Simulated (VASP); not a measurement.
A run of VASP 6.6.1 is set up as follows.

The input INCAR:

```
PREC = Accurate ; ENCUT = 520
EDIFF = 1E-6 ; ISMEAR = 0
SIGMA = 0.02 ; LREAL = False
LASPH = True ; NELM = 100
ALGO = Fast ; ISIF = 2
LWAVE = False ; LCHARG = True
GGA = PE ; LELF = True
LVHAR = True ; NBANDS = 18
```

Contents of KPOINTS:

```
regular mesh
0
Gamma
  10 10 10
```

File POSCAR:

```
TiAl3
1.0
   -1.9111067713      1.9111067713      4.2806687947
    1.9111067713     -1.9111067713      4.2806687947
    1.9111067713      1.9111067713     -4.2806687947
Ti Al
1 3
Direct
    0.0000000000      0.0000000000      0.0000000000
    0.2500000000      0.7500000000      0.5000000000
    0.7500000000      0.2500000000      0.5000000000
    0.5000000000      0.5000000000      0.0000000000
```

Potentials or basis: VASP PAW PBE potentials, release 64 (Ti_sv, Al).

Launch:

```console
$ cat potpaw_PBE.64/Ti_sv/POTCAR potpaw_PBE.64/Al/POTCAR > POTCAR
$ mpirun -np 1 vasp_std > vasp.out
```

**Question.** What does it give for the pressure?

**Answer.** 2.0 GPa.

**Question.** Predict the band gap on the k mesh.

**Answer.** Zero (an odd number of electrons rules out a gap without spin polarisation).

Stress tensor (GPa, compression positive):
```
2.11 0.00 0.00
0.00 2.11 0.00
0.00 0.00 1.87
```
